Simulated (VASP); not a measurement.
Wanted: the native input for a VASP 6.6.1 run.

```yaml
Task: single point
Functional: PBEsol
Potentials_or_basis: VASP PAW PBE potentials, release 64 (Au)
Cutoff: 520 eV
k_mesh: 16 × 16 × 16
Occupations: fermi-dirac, width 0.05 eV
Spin: no spin polarisation
Dipole_correction: no
Further_INCAR_settings: ALGO = Normal; EDIFF = 1e-07; NBANDS = 12
```

The structure of Au lies in POSCAR:

```
Au
1.0
    0.0000000000      1.8127766715      1.8127766715
    1.8127766715      0.0000000000      1.8127766715
    1.8127766715      1.8127766715      0.0000000000
Au
1
Direct
    0.0000000000      0.0000000000      0.0000000000
```

This cell differs from its parent crystal: volume scaled by 0.7.

These files were run (other wordings do the same):

INCAR

```
SYSTEM = Au
ALGO = Normal ; EDIFF = 1E-7
ENCUT = 520 ; GGA = PS
ISIF = 2 ; ISMEAR = -1
LASPH = .True. ; LCHARG = .False.
LREAL = .False. ; LWAVE = .False.
NBANDS = 12 ; NELM = 80
PREC = Accurate ; SIGMA = 0.05
```

KPOINTS

```
k-points
0
Gamma
  16 16 16
  0 0 0
```

Potentials or basis: VASP PAW PBE potentials, release 64 (Au).

Launch:

```console
$ cat potpaw_PBE.64/Au/POTCAR > POTCAR
$ mpirun -np 1 vasp_std > vasp.out
```

Results of the run:

```json
{
 "Pressure": "169.3 GPa"
}
```

Caveat: the PAW data sets were made with another functional, which shifts forces and pressure a little.

Run time: 9.9 s on 1 thread of AMD EPYC 9R45 (Zen 5), with other jobs on the host, peak memory 0.11 GiB.
